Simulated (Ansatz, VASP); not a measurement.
**Two plane-wave programs on BAs**

```
B As
1.0
     0.00000    2.40466    2.40466
     2.40466    0.00000    2.40466
     2.40466    2.40466    0.00000
B As
1 1
Direct
  0.00000 0.00000 0.00000
  0.25000 0.25000 0.25000
```

Alike in both runs: functional PBE; k mesh 15 × 15 × 15; occupations fermi-dirac, width 0.08 eV; no spin polarisation.

Ansatz relaxed the structure, and its values are those at the end. VASP's run is a single point on that final structure, the one shown.

|  | VASP | Ansatz |
| --- | --- | --- |
| version | VASP 6.6.1 | Ansatz 0.2.0 |
| potentials or method | VASP PAW PBE potentials, release 64 (B, As) | PAW with Ansatz's default frozen-core files, scalar-relativistic |
| plane-wave cutoff (eV) | 520 | 420 |
| valence electrons in the cell | 8 | 18 |

Ansatz gave:

```
pressure (GPa) : 0.0
```

Q: Estimate VASP's values.

A: Pressure (GPa): 0.6.

VASP's potentials hold 8 valence electrons a cell and Ansatz's 18, so a difference there can come from the potentials and not from the codes.
